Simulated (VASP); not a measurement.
Runs of VASP 6.6.1 on CaIrN2. It takes space group R-3m (No. 166, trigonal). The conventional cell has a = 3.298 Å, b = 3.298 Å, c = 15.028 Å, α = 90.00°, β = 90.00°, γ = 120.00°. Ir (site symmetry -3m) has 6 N at 2.13 Å within 2.8 Å. Within 3.2 Å of Ca (site symmetry -3m) lie 6 N at 2.45 Å and 6 Ir at 3.15 Å. Within 2.8 Å of N (site symmetry 3m) lie 3 Ir at 2.13 Å and 3 Ca at 2.45 Å and 3 N at 2.71 Å. 

```tsv
task	level	potentials or basis	k mesh for the DOS	occupations for the DOS	gap on the mesh (eV)	pressure (GPa)	largest force (eV/Å)
single point	r2SCAN	VASP PAW PBE potentials, release 64 (Ir, Ca_sv, N)	-	-	none	(a)	0.01
single point	BLYP	VASP PAW PBE potentials, release 64 (Ir, Ca_sv, N)	-	-	none	8.8	(b)
single point	PBE	VASP PAW PBE potentials, release 64 (Ir, Ca_sv, N)	-	-	none	-0.6	0.06
single point	LDA	VASP PAW LDA potentials, release 64 (Ir, Ca_sv, N)	-	-	none	-12.8	0.35
```

Alike in all rows: no spin polarisation; cell as given; k mesh 5 × 5 × 5; cutoff (eV) 520; smearing fermi-dirac 0.05 eV.

Q: Fill in the values left out.

A: (a) -3.1; (b) 0.39.

Caveats: all runs use coarse meshes; spin-orbit coupling is left out, which moves the levels of the heavy elements; the PAW data sets were made with another functional, which shifts forces and pressure a little (some runs).

A k mesh can miss the band edges, and the runs leave out spin-orbit coupling on Ir.

A gap of «none» marks levels without a gap at the run's occupations.
